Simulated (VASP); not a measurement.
# Cs2LiScF6 (Fm-3m) in VASP: single point with PBEsol

Aim: the single point of Cs2LiScF6 with PBEsol.

All numbers are computed with VASP 6.6.1; they aren't measurements. Logs are shortened: lines on timing, memory, paths and dates and some standing lists are left out, and cuts for length are marked.

## (1) The cell of the first run

The structure is cubic, space group Fm-3m (No. 225). Conventional cell: a = 8.593 Å, b = 8.593 Å, c = 8.593 Å, α = 90.00°, β = 90.00°, γ = 90.00°. Within 4.0 Å of Cs (site symmetry -43m) lie 12 F at 3.04 Å and 4 Li at 3.72 Å and 4 Sc at 3.72 Å. Li (site symmetry m-3m) has 6 F at 2.26 Å within 3.0 Å. Sc (site symmetry m-3m) has 6 F at 2.03 Å within 2.7 Å. Within 2.7 Å of F (site symmetry 4mm) lie 1 Sc at 2.03 Å and 1 Li at 2.26 Å.

## (2) Single point, PBEsol

Input file INCAR:

```
PREC = Accurate ; ENCUT = 520
EDIFF = 1E-7 ; ISMEAR = 0
SIGMA = 0.05 ; LREAL = False
LASPH = True ; NELM = 80
ALGO = Normal ; ISIF = 2
LWAVE = False ; LCHARG = True
GGA = PS ; LELF = True
LVHAR = True ; NBANDS = 48
```

Input file KPOINTS:

```
Automatic mesh
0
Gamma
  6 6 6
```

Input file POSCAR:

```
Cs2LiScF6
1.0
    0.0000000000      4.2963951983      4.2963951983
    4.2963951983      0.0000000000      4.2963951983
    4.2963951983      4.2963951983      0.0000000000
Cs Li Sc F
2 1 1 6
Direct
    0.7500000000      0.7500000000      0.7500000000
    0.2500000000      0.2500000000      0.2500000000
    0.5000000000      0.5000000000      0.5000000000
    0.0000000000      0.0000000000      0.0000000000
    0.7631804069      0.2368195931      0.2368195931
    0.2368195931      0.2368195931      0.7631804069
    0.2368195931      0.7631804069      0.7631804069
    0.2368195931      0.7631804069      0.2368195931
    0.7631804069      0.2368195931      0.7631804069
    0.7631804069      0.7631804069      0.2368195931
```

Potentials or basis: VASP PAW PBE potentials, release 64 (Cs_sv, Li_sv, Sc_sv, F).

The run is started by

```
$ cat potpaw_PBE.64/Cs_sv/POTCAR potpaw_PBE.64/Li_sv/POTCAR potpaw_PBE.64/Sc_sv/POTCAR potpaw_PBE.64/F/POTCAR > POTCAR
$ mpirun -np 1 vasp_std > vasp.out
```

OUTCAR:

```text
PREC = Accurate
   ENCUT = 520
   EDIFF = 1E-7
   ISMEAR = 0
   LREAL = False
   LASPH = True
   NELM = 80
   ISIF = 2
   GGA = PS

 ion  position               nearest neighbor table
   1  0.750  0.750  0.750-
   2  0.250  0.250  0.250-
   3  0.500  0.500  0.500-
   4  0.000  0.000  0.000-   5 2.03   6 2.03   7 2.03   8 2.03   9 2.03  10 2.03
   5  0.763  0.237  0.237-   4 2.03
   6  0.237  0.237  0.763-   4 2.03
   7  0.237  0.763  0.763-   4 2.03
   8  0.237  0.763  0.237-   4 2.03
   9  0.763  0.237  0.763-   4 2.03
  10  0.763  0.763  0.237-   4 2.03

  LATTYP: Found a face centered cubic cell.
 ALAT       =     8.5927903966

  Lattice vectors:

 A1 = (   0.0000000000,   4.2963951983,   4.2963951983)
 A2 = (   4.2963951983,   0.0000000000,   4.2963951983)
 A3 = (   4.2963951983,   4.2963951983,   0.0000000000)

Analysis of symmetry for initial positions (statically):
=====================================================================
 Subroutine PRICEL returns:
 Original cell was already a primitive cell.

 Routine SETGRP: Setting up the symmetry group for a
 face centered cubic supercell.

 Subroutine GETGRP returns: Found 48 space group operations
 (whereof 48 operations were pure point group operations)
 out of a pool of 48 trial point group operations.

The static configuration has the point symmetry O_h .

Analysis of symmetry for dynamics (positions and initial velocities):
=====================================================================
 Subroutine PRICEL returns:
 Original cell was already a primitive cell.

 Routine SETGRP: Setting up the symmetry group for a
 face centered cubic supercell.

 Subroutine GETGRP returns: Found 48 space group operations
 (whereof 48 operations were pure point group operations)
 out of a pool of 48 trial point group operations.

The dynamic configuration has the point symmetry O_h .

 Subroutine INISYM returns: Found 48 space group operations
 (whereof 48 operations are pure point group operations),
 and found     1 'primitive' translations

----------------------------------------------------------------------------------------

                                     Primitive cell

  volume of cell :     158.6144

  direct lattice vectors                    reciprocal lattice vectors
     0.000000000  4.296395198  4.296395198    -0.116376631  0.116376631  0.116376631
     4.296395198  0.000000000  4.296395198     0.116376631 -0.116376631  0.116376631
     4.296395198  4.296395198  0.000000000     0.116376631  0.116376631 -0.116376631

  length of vectors
     6.076020359  6.076020359  6.076020359     0.201570238  0.201570238  0.201570238

  position of ions in fractional coordinates (direct lattice)
     0.750000000  0.750000000  0.750000000
     0.250000000  0.250000000  0.250000000
     0.500000000  0.500000000  0.500000000
     0.000000000  0.000000000  0.000000000
     0.763180407  0.236819593  0.236819593
     0.236819593  0.236819593  0.763180407
     0.236819593  0.763180407  0.763180407
     0.236819593  0.763180407  0.236819593
     0.763180407  0.236819593  0.763180407
     0.763180407  0.763180407  0.236819593

  ion indices of the primitive-cell ions
   primitive index   ion index
                 1           1
                 2           2
                 3           3
                 4           4
                 5           5
                 6           6
                 7           7
                 8           8
                 9           9
                10          10

----------------------------------------------------------------------------------------

 KPOINTS: Automatic mesh

Automatic generation of k-mesh.
 Grid dimensions read from file:
 generate k-points for:    6    6    6

 Generating k-lattice:

  Cartesian coordinates                     Fractional coordinates (reciprocal lattice)
    -0.019396105  0.019396105  0.019396105     0.166666667  0.000000000  0.000000000
     0.019396105 -0.019396105  0.019396105     0.000000000  0.166666667  0.000000000
     0.019396105  0.019396105 -0.019396105     0.000000000  0.000000000  0.166666667

  Length of vectors
     0.033595040  0.033595040  0.033595040

  Shift w.r.t. Gamma in fractional coordinates (k-lattice)
     0.000000000  0.000000000  0.000000000

 Subroutine IBZKPT returns following result:
 ===========================================

 Found     16 irreducible k-points:

 Following reciprocal coordinates:
            Coordinates               Weight
  0.000000  0.000000  0.000000      1.000000
  0.166667  0.000000  0.000000      8.000000
  0.333333  0.000000  0.000000      8.000000
  0.500000  0.000000  0.000000      4.000000
  0.166667  0.166667  0.000000      6.000000
  0.333333  0.166667  0.000000     24.000000
[... 8 lines left out ...]
 -0.333333  0.333333  0.166667     24.000000
 -0.333333  0.500000  0.166667     12.000000
   k-points           NKPTS =     16   k-points in BZ     NKDIM =     16   number of bands    NBANDS=     48
   number of dos      NEDOS =    301   number of ions     NIONS =     10
   total plane-waves  NPLWV = 110592
   dimension x,y,z NGX =    48 NGY =   48 NGZ =   48
   dimension x,y,z NGXF=    96 NGYF=   96 NGZF=   96
   ions per type =               2   1   1   6
   NGX,Y,Z   is equivalent  to a cutoff of  13.13, 13.13, 13.13 a.u.
   NGXF,Y,Z  is equivalent  to a cutoff of  26.27, 26.27, 26.27 a.u.
 SYSTEM =  unknown system
   PREC   = accura    normal or accurate (medium, high low for compatibility)
   ISTART =      0    job   : 0-new  1-cont  2-samecut
   ICHARG =      2    charge: 1-file 2-atom 10-const
   ISPIN  =      1    spin polarized calculation?
   LNONCOLLINEAR =      F non collinear calculations
   LSORBIT =      F    spin-orbit coupling
   LASPH  =      T    aspherical Exc in radial PAW
   ENCUT  =  520.0 eV  38.22 Ry    6.18 a.u.  11.30 11.30 11.30*2*pi/ulx,y,z
   NELM   =     80;   NELMIN=  2; NELMDL= -5     # of ELM steps
   EDIFF  = 0.1E-06   stopping-criterion for ELM
   LREAL  =      F    real-space projection
   EDIFFG = 0.1E-05   stopping-criterion for IOM
   NSW    =      0    number of steps for IOM
   IBRION =     -1    ionic relax: 0-MD 1-quasi-New 2-CG
   NFREE  =      0    steps in history (QN), initial steepest desc. (CG)
   ISIF   =      2    stress and relaxation
   ISYM   =      2    0-nonsym 1-usesym 2-fastsym
   POTIM  = 0.5000    time-step for ionic-motion
   TEBEG  =    0.0;   TEEND  =   0.0 temperature during run
   PSTRESS=    0.0 pullay stress
   NELECT =      74.0000    total number of electrons
   NUPDOWN=      -1.0000    fix difference up-down
   EMIN   =  10.00;   EMAX   =-10.00  energy-range for DOS
   EFERMI =   0.00;   METHOD = LEGACY
   ISMEAR =     0;   SIGMA  =   0.05  broadening in eV -4-tet -1-fermi 0-gaus
   EFERMI_NEDOS =   21; number of points for ismear=-14 and -15
   IALGO  =     38    algorithm
   IMIX   =      4    mixing-type and parameters
     AMIX     =   0.40;   BMIX     =  1.00
     AMIX_MAG =   1.60;   BMIX_MAG =  1.00
  volume/ion in A,a.u.               =      15.86       107.04
  Fermi-wavevector in a.u.,A,eV,Ry     =   1.269710  2.399404 21.934813  1.612163
  Thomas-Fermi vector in A             =   2.402737
   LORBIT       =      0    0 simple, 1 ext, 2 COOP (PROOUT), +10 PAW based schemes
   GGA     = PS    functional components
   LHFCALC =     F    Hartree Fock is set to
   AEXX    =    0.0000 exact exchange contribution
   IVDW    =     0    specifies the selected vdW correction
   LEPSILON=     F    determine dielectric tensor
   LRPA    =     F    only Hartree local field effects (RPA)
 non-spin polarized calculation
 Gauss-broadening in eV      SIGMA  =   0.05
  energy-cutoff  :      520.00
  volume of cell :      158.61
 maximum number of plane-waves:      4314
 NGX is ok and might be reduce to    48
   NGX = 23   NGY = 23   NGZ = 23

 number of electron      74.0000002 magnetization

 Free energy of the ion-electron system (eV)
  ---------------------------------------------------
  ext. energy  EPLUGINS =         0.00000000
  ---------------------------------------------------
  free energy    TOTEN  =       -55.33362263 eV

  energy without entropy =      -55.33362263  energy(sigma->0) =      -55.33362263

 E-fermi :  -1.3266     XC(G=0):  -9.7332

 val. band max:       -1.6343401942   @ k =  -0.1667   0.1667   0.0000
 cond. band min:       5.1321498464   @ k =   0.0000   0.0000   0.0000
 fundamental gap:      6.7664900406
 Fermi energy:        -1.3266187683

 k-point     1 :       0.0000    0.0000    0.0000
  band No.  band energies     occupation
      1     -47.3471      2.00000
      2     -43.0440      2.00000
      3     -26.3284      2.00000
      4     -26.3284      2.00000
      5     -26.3284      2.00000
      6     -21.2705      2.00000
[... 40 lines left out ...]
     47       7.7846      0.00000
     48       7.7846      0.00000

 k-point     2 :       0.1667    0.0000    0.0000
  band No.  band energies     occupation
      1     -47.3471      2.00000
      2     -43.0441      2.00000
      3     -26.3291      2.00000
      4     -26.3283      2.00000
      5     -26.3283      2.00000
      6     -21.2392      2.00000
[... 40 lines left out ...]
     47       8.0308      0.00000
     48       8.0308      0.00000

 k-point     3 :       0.3333    0.0000    0.0000
  band No.  band energies     occupation
      1     -47.3471      2.00000
      2     -43.0440      2.00000
      3     -26.3305      2.00000
      4     -26.3281      2.00000
      5     -26.3281      2.00000
      6     -21.1671      2.00000
[... 652 lines left out ...]
     47       9.1553      0.00000
     48       9.1913      0.00000

 k-point    16 :      -0.3333    0.5000    0.1667
  band No.  band energies     occupation
      1     -47.3471      2.00000
      2     -43.0440      2.00000
      3     -26.3299      2.00000
      4     -26.3293      2.00000
      5     -26.3289      2.00000
      6     -21.0748      2.00000
[... 40 lines left out ...]
     47       9.1926      0.00000
     48       9.7262      0.00000

------------------------ aborting loop because EDIFF is reached ----------------------------------------

  FORCE on cell =-STRESS in cart. coord.  units (eV):
  Direction    XX          YY          ZZ          XY          YZ          ZX
  --------------------------------------------------------------------------------------
  -------------------------------------------------------------------------------------
  Total        0.1401492      0.1401492      0.1401492     -0.0000000      0.0000000     -0.0000000
  in kB        1.4156586      1.4156586      1.4156586     -0.0000000      0.0000000     -0.0000000
  external PRESSURE =       1.4156586 kB  Pullay stress =       0.0000000 kB

 VOLUME and BASIS-vectors are now :
 -----------------------------------------------------------------------------
  energy-cutoff  :      520.00
  volume of cell :      158.61
      direct lattice vectors                 reciprocal lattice vectors
     0.000000000  4.296395198  4.296395198    -0.116376631  0.116376631  0.116376631
     4.296395198  0.000000000  4.296395198     0.116376631 -0.116376631  0.116376631
     4.296395198  4.296395198  0.000000000     0.116376631  0.116376631 -0.116376631

 POSITION                                       TOTAL-FORCE (eV/Angst)
 -----------------------------------------------------------------------------------
      6.44459      6.44459      6.44459         0.000000      0.000000      0.000000
      2.14820      2.14820      2.14820         0.000000      0.000000      0.000000
      4.29640      4.29640      4.29640         0.000000      0.000000      0.000000
      0.00000      0.00000      0.00000         0.000000      0.000000      0.000000
      2.03494      4.29640      4.29640         0.080040      0.000000      0.000000
      4.29640      4.29640      2.03494         0.000000      0.000000      0.080040
      6.55785      4.29640      4.29640        -0.080040      0.000000      0.000000
      4.29640      2.03494      4.29640         0.000000      0.080040      0.000000
      4.29640      6.55785      4.29640         0.000000     -0.080040      0.000000
      4.29640      4.29640      6.55785         0.000000      0.000000     -0.080040
 -----------------------------------------------------------------------------------
    total drift:                                0.000000      0.000000      0.000000

  FREE ENERGIE OF THE ION-ELECTRON SYSTEM (eV)
  ---------------------------------------------------
  free  energy   TOTEN  =       -55.3336226296 eV

  energy  without entropy=      -55.3336226296  energy(sigma->0) =      -55.33362263
```

Run time: 3.8 min. Hardware: 1 thread of Intel Xeon Platinum 8259CL at 2.50GHz (Skylake/Cascade Lake), shared host; peak memory 0.38 GiB.

Results:

* Free energy: -55.3336 eV
* Largest force: 0.080 eV/Å
* Band gap on the k mesh: 6.77 eV (least direct gap 6.78 eV)

Forces on the atoms (eV/Å):
```
Cs   0.000  0.000  0.000
Cs   0.000  0.000  0.000
Li   0.000  0.000  0.000
Sc   0.000  0.000  0.000
F    0.080  0.000  0.000
F    0.000  0.000  0.080
F   -0.080  0.000  0.000
F    0.000  0.080  0.000
F    0.000 -0.080  0.000
F    0.000  0.000 -0.080
```

Levels at points of the mesh, in eV from the valence-band top:
| k point | band 34 | band 35 | band 36 | band 37 | band 38 | band 39 | band 40 | band 41 |
| --- | --- | --- | --- | --- | --- | --- | --- | --- |
| (0.00, 0.00, 0.00) | -0.10 | -0.02 | -0.02 | -0.02 | 6.77 | 6.77 | 6.77 | 7.80 |
| (0.50, 0.00, 0.00) | -0.16 | -0.16 | -0.10 | -0.10 | 6.84 | 6.84 | 6.87 | 8.82 |
| (0.50, 0.50, 0.00) | -0.32 | -0.16 | -0.16 | -0.12 | 6.83 | 6.94 | 6.94 | 8.35 |

Caveat: the cutoff is under 1.25 times the usual one of these potentials, so pressure, stress and relaxed cells hold a basis-set (Pulay) error; the PAW data sets were made with another functional, which shifts forces and pressure a little; spin-orbit coupling is left out, which moves the levels of the heavy elements.
